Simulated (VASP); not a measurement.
## Si2Mo: single point with PBE

Si2Mo:

```
Si Mo
1.0
    -3.21694    3.21694    7.87334
     3.21694   -3.21694    7.87334
     4.82541    4.82541  -11.81001
Si Mo
24 12
Cartesian
  0.0000 0.0000 5.2352
  0.0000 0.0000 2.6381
  1.6085 1.6085 1.2985
  1.6085 1.6085 -1.2985
  3.2169 3.2169 -2.6381
  3.2169 3.2169 -5.2352
  1.6085 -1.6085 9.1719
  1.6085 -1.6085 6.5748
  3.2169 0.0000 5.2352
  3.2169 0.0000 2.6381
  4.8254 1.6085 1.2985
  4.8254 1.6085 -1.2985
  -1.6085 1.6085 9.1719
  -1.6085 1.6085 6.5748
  0.0000 3.2169 5.2352
  0.0000 3.2169 2.6381
  1.6085 4.8254 1.2985
  1.6085 4.8254 -1.2985
  0.0000 0.0000 13.1085
  0.0000 0.0000 10.5115
  1.6085 1.6085 9.1719
  1.6085 1.6085 6.5748
  3.2169 3.2169 5.2352
  3.2169 3.2169 2.6381
  0.0000 0.0000 0.0000
  1.6085 1.6085 -3.9367
  3.2169 3.2169 -7.8733
  1.6085 -1.6085 3.9367
  3.2169 0.0000 0.0000
  4.8254 1.6085 -3.9367
  -1.6085 1.6085 3.9367
  0.0000 3.2169 0.0000
  1.6085 4.8254 -3.9367
  0.0000 0.0000 7.8733
  1.6085 1.6085 3.9367
  3.2169 3.2169 0.0000
```

```json
{"Program": "VASP 6.6.1", "Task": "single point", "Functional": "PBE", "Potentials or basis": "VASP PAW PBE potentials, release 64 (Si, Mo_sv)", "Cutoff": "520 eV", "k mesh": "2 × 2 × 2", "Occupations": "methfessel-paxton, width 0.1 eV", "Spin": "no spin polarisation", "Dipole correction": "no", "Further INCAR settings": "LREAL = Auto; ALGO = Normal; EDIFF = 1e-06; NBANDS = 156"}
```

The pressure is 0.2 GPa and the largest force is 0.009 eV/Å. The band gap on the k mesh is zero (bands 132 and 133 overlap by 0.36 eV).

Forces in eV/Å, atoms in the order of the input:
```
Si  -0.006 -0.006 -0.002
Si   0.006  0.006  0.002
Si  -0.006 -0.006 -0.002
Si   0.006  0.006  0.002
Si  -0.006 -0.006 -0.002
Si   0.006  0.006  0.002
Si  -0.006 -0.006 -0.002
Si   0.006  0.006  0.002
Si  -0.006 -0.006 -0.002
Si   0.006  0.006  0.002
Si  -0.006 -0.006 -0.002
Si   0.006  0.006  0.002
Si  -0.006 -0.006 -0.002
Si   0.006  0.006  0.002
Si  -0.006 -0.006 -0.002
Si   0.006  0.006  0.002
Si  -0.006 -0.006 -0.002
Si   0.006  0.006  0.002
Si  -0.006 -0.006 -0.002
Si   0.006  0.006  0.002
Si  -0.006 -0.006 -0.002
Si   0.006  0.006  0.002
Si  -0.006 -0.006 -0.002
Si   0.006  0.006  0.002
Mo   0.000  0.000  0.000
Mo   0.000  0.000  0.000
Mo   0.000  0.000  0.000
Mo   0.000  0.000  0.000
Mo   0.000  0.000  0.000
Mo   0.000  0.000  0.000
Mo   0.000  0.000  0.000
Mo   0.000  0.000  0.000
Mo   0.000  0.000  0.000
Mo   0.000  0.000  0.000
Mo   0.000  0.000  0.000
Mo   0.000  0.000  0.000
```

Stress tensor (GPa, compression positive):
```
 0.42  0.06  0.08
 0.06  0.42  0.08
 0.08  0.08 -0.13
```

Levels at points of the mesh, in eV from the Fermi level:
| k point | band 129 | band 130 | band 131 | band 132 | band 133 | band 134 | band 135 | band 136 |
| --- | --- | --- | --- | --- | --- | --- | --- | --- |
| (0.00, 0.00, 0.00) | -0.46 | -0.28 | -0.28 | 0.10 | 0.10 | 0.57 | 1.53 | 1.53 |
| (0.50, 0.00, 0.00) | -0.86 | -0.86 | -0.47 | -0.47 | 0.72 | 0.72 | 0.93 | 0.93 |
| (0.50, 0.50, 0.00) | -0.35 | -0.35 | -0.09 | -0.09 | 0.63 | 0.63 | 1.69 | 1.69 |
| (0.00, 0.00, 0.50) | -0.35 | -0.28 | -0.28 | -0.27 | -0.26 | 0.70 | 1.16 | 1.16 |
| (0.50, 0.00, 0.50) | -0.41 | -0.41 | -0.32 | -0.32 | 0.93 | 0.93 | 1.28 | 1.28 |
| (0.50, 0.50, 0.50) | -0.61 | -0.61 | -0.09 | -0.09 | 0.52 | 0.52 | 0.63 | 0.63 |

It took 27 min on 1 thread of Intel(R) Xeon(R) Platinum 8375C CPU @ 2.90GHz (Ice Lake), on a shared host, peak memory 1 GiB.

Caveat: the k points lie up to 0.46 Å⁻¹ apart.
